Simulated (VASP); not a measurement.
The system is Ti.

```
Ti
1.0
     4.60694    0.00000    0.00000
    -2.30347    3.98973    0.00000
     0.00000    0.00000    4.18067
Ti
4
Direct
  0.00000 0.00000 0.25000
  0.00000 0.00000 0.75000
  0.33333 0.66667 0.75000
  0.66667 0.33333 0.25000
```

| Quantity | Value |
| --- | --- |
| Program | VASP 6.6.1 |
| Task | relaxation of cell and atoms |
| Functional | r2SCAN |
| Potentials or basis | VASP PAW PBE potentials, release 64 (Ti_sv) |
| Cutoff | 600 eV |
| k mesh | 6 × 6 × 4 |
| Occupations | gaussian, width 0.1 eV |
| Spin | no spin polarisation |

At the start: pressure 2.5 GPa; volume 19.21 Å³/atom.

Task: Where does the relaxation end?

Result: Over 4 steps the energy falls by 15.0 meV/atom and the volume is 19.62 Å³/atom (+2.2 %); space group P6_3/mmc (No. 194, to 0.1 Å) before and after.

The path:
| step | energy change (eV) | largest force (eV/Å) | pressure (GPa) | volume (Å³) |
| --- | --- | --- | --- | --- |
| 1 | 0.0000 | 0.0000 | 2.51 | 76.84 |
| 2 | -0.0478 | 0.0000 | -1.70 | 80.18 |
| 3 | -0.0581 | 0.0000 | -0.57 | 79.17 |
| 4 | -0.0599 | 0.0000 | -0.02 | 78.50 |

Final structure:
```cif
data_structure
_symmetry_space_group_name_H-M 'P 1'
_symmetry_Int_Tables_number 1
_cell_length_a 4.5827
_cell_length_b 4.5827
_cell_length_c 4.3161
_cell_angle_alpha 90.000
_cell_angle_beta 90.000
_cell_angle_gamma 120.000
_cell_volume 78.50
loop_
_atom_site_label
_atom_site_type_symbol
_atom_site_fract_x
_atom_site_fract_y
_atom_site_fract_z
_atom_site_occupancy
Ti1 Ti 0.00000 0.00000 0.25000 1
Ti2 Ti 0.00000 0.00000 0.75000 1
Ti3 Ti 0.33333 0.66667 0.75000 1
Ti4 Ti 0.66667 0.33333 0.25000 1
```

Caveat: the k points lie up to 0.36 Å⁻¹ apart in the final cell, too coarse for converged energies and pressures of a metal; the PAW data sets were made with another functional, which shifts forces and pressure a little.
